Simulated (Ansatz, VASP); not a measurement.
# W: VASP beside Ansatz

```
W
1.0
    -1.66396    1.66396    1.66396
     1.66396   -1.66396    1.66396
     1.66396    1.66396   -1.66396
W
1
Direct
  0.00000 0.00000 0.00000
```

Alike in both runs: task single point; functional PBE; k mesh 18 × 18 × 18; occupations gaussian, width 0.1 eV; no spin polarisation.

|  | VASP | Ansatz |
| --- | --- | --- |
| version | VASP 6.6.1 | Ansatz 0.2.0 |
| potentials or method | VASP PAW PBE potentials, release 64 (W_sv), cutoff 520 eV | scalar-relativistic, plane waves, PAW |
| valence electrons in the cell | 14 | 14 |

Ansatz gave:

| Item | Value |
| --- | --- |
| gap on the k mesh at the Fermi level (eV) | none |
| pressure (GPa) | -30.3 |

Estimate VASP's values.

gap on the k mesh at the Fermi level (eV): none; pressure (GPa): -30.1.

A gap of «none» marks a metal or a gap that the smearing closes. Both programs put the cell under strong tension, so it lies far from rest at this level. With one functional, cell and mesh, what is left measures potentials, basis and numerics.

Spin-orbit coupling is off throughout. Noted on VASP's run: the cell as given lies far from equilibrium.
